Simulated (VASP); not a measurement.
Runs of VASP 6.6.1 on CuF. The structure is that of space group P6_3/mmc (No. 194), or close to it. The cells are those of the table. 

```csv
task,level,potentials or basis,cell,cutoff (eV),gap on the mesh (eV),pressure (GPa),relaxed volume (Å³/atom)
relaxation of cell and atoms,LDA,"VASP PAW LDA potentials, release 64 (Cu, F)","relaxed from a = 3.297, b = 3.297, c = 5.201 Å, angles 90.0, 90.0, 120.0°, 4 atoms",600,none,0.0,(a)
single point,r2SCAN,"VASP PAW PBE potentials, release 64 (Cu, F)","a = 2.763, b = 2.763, c = 6.402 Å, angles 90.0, 90.0, 120.0°, 4 atoms",520,none,0.1,-
relaxation of cell and atoms,PBEsol,"VASP PAW PBE potentials, release 64 (Cu, F)","relaxed from a = 3.297, b = 3.297, c = 5.201 Å, angles 90.0, 90.0, 120.0°, 4 atoms",600,none,0.0,11.37
single point,PBE,"VASP PAW PBE potentials, release 64 (Cu, F)","a = 2.763, b = 2.763, c = 6.402 Å, angles 90.0, 90.0, 120.0°, 4 atoms",520,none,6.3,-
```

Alike in all rows: no spin polarisation; k mesh 12 × 12 × 4; smearing fermi-dirac 0.02 eV.

Task: Estimate the missing entries.

Result: (a) 10.76.

Caveats: semilocal functionals underestimate gaps, and a narrow one can read as zero; the PAW data sets were made with another functional, which shifts forces and pressure a little (at least some runs); the cell stands under pressure (at least some runs).

A gap of «none» marks levels without a gap at the run's occupations.
